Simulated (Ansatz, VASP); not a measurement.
## CuI: VASP beside Ansatz

```
CELL_PARAMETERS angstrom
0.00000 3.01203 3.16263
3.01203 0.00000 3.16263
3.01203 3.01203 0.00000
ATOMIC_POSITIONS crystal
Cu 0.00000 0.00000 0.00000
I 0.25000 0.25000 0.25000
```

Change from the starting cell: uniaxial_z strain +5.0%.

Alike in both runs: task single point; functional r2SCAN; k mesh 8 × 8 × 8; no spin polarisation.

```csv
,VASP,Ansatz
version,VASP 6.6.1,Ansatz 0.2.0
potentials or method,"VASP PAW PBE potentials, release 64 (Cu, I)","plane waves, PAW"
plane-wave cutoff (eV),520,500
occupations,"gaussian, width 0.01 eV",fixed
valence electrons in the cell,18,36
```

```csv
,VASP,Ansatz,Ansatz less VASP
gap on the k mesh at the Fermi level (eV),1.50,1.50,-0.002
pressure (GPa),-2.0,-1.9,+0.04
"traceless stress, the component that is largest in VASP (GPa)",-0.66,-0.65,+0.005
```

VASP's potentials were made for PBE, not for r2SCAN. VASP's potentials hold 18 valence electrons a cell and Ansatz's 36, so a difference there can come from the potentials and not from the codes.

Spin-orbit coupling is off throughout.
